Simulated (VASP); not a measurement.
As2I3:

```
CELL_PARAMETERS angstrom
4.96938 0.00000 0.00000
-2.48469 4.30361 0.00000
0.00000 0.00000 7.73155
ATOMIC_POSITIONS crystal
As 0.33333 0.66667 0.24500
As 0.66667 0.33333 0.75500
I 0.00000 0.00000 0.00000
I 0.33333 0.66667 0.64500
I 0.66667 0.33333 0.35500
```

| Quantity | Value |
| --- | --- |
| Program | VASP 6.6.1 |
| Task | relaxation of cell and atoms |
| Functional | PBE |
| Potentials or basis | VASP PAW PBE potentials, release 64 (As, I) |
| Cutoff | 600 eV |
| k mesh | 6 × 6 × 2 |
| Occupations | gaussian, width 0.1 eV |
| Spin | no spin polarisation |

At the start: pressure 0.6 GPa; volume 33.07 Å³/atom.

How do energy, volume and symmetry change on relaxing?

Over 23 steps the energy falls by 199.8 meV/atom and the volume is 35.14 Å³/atom (+6.2 %); space group P-3m1 (No. 164, to 0.05 Å).

The path:
```
step  energy change (eV)  largest force (eV/Å)  pressure (GPa)  volume (Å³)
   1              0.0000                0.6590            0.56       165.35
   2             -0.1014                0.6577           -0.13       168.09
   3             -0.3237                0.4096           -1.09       175.07
   4             -0.5071                0.4564           -1.43       188.39
   5             -0.5830                0.5641           -0.09       182.95
   6             -0.5864                0.5897            0.27       181.65
   7             -0.6315                0.5492            0.22       181.54
   8             -0.7457                0.4995           -0.05       181.16
   9             -0.8544                0.2454           -0.60       180.08
  10             -0.9214                0.1805            0.07       174.58
  11             -0.9464                0.0600            1.20       167.71
  12             -0.9717                0.1282            0.43       170.01
  13             -0.9718                0.1239            0.45       169.96
  14             -0.9801                0.1324            0.03       172.22
  15             -0.9819                0.1563           -0.24       173.87
  16             -0.9874                0.1160           -0.09       173.57
  17             -0.9927                0.0309            0.37       172.75
  18             -0.9957                0.0342            0.23       173.82
  19             -0.9978                0.0448           -0.02       175.81
  20             -0.9978                0.0421            0.01       175.52
  21             -0.9978                0.0420            0.00       175.58
  22             -0.9981                0.0403            0.02       175.60
  23             -0.9989                0.0343            0.02       175.68
```

Final structure:
```
As I
1.0
     4.66515    0.00000    0.00000
    -2.33258    4.04014    0.00000
     0.00000    0.00000    9.32075
As I
2 3
Direct
  0.33333 0.66667 0.17027
  0.66667 0.33333 0.82973
  0.00000 0.00000 0.00000
  0.33333 0.66667 0.69327
  0.66667 0.33333 0.30673
```

Caveat: the k points lie up to 0.34 Å⁻¹ apart in the final cell; this functional lacks dispersion, which binds the layers, so the pressure and a relaxed spacing across them are unreliable; an odd number of electrons without spin polarisation forces a metal; a magnetic or distorted state may lie lower.
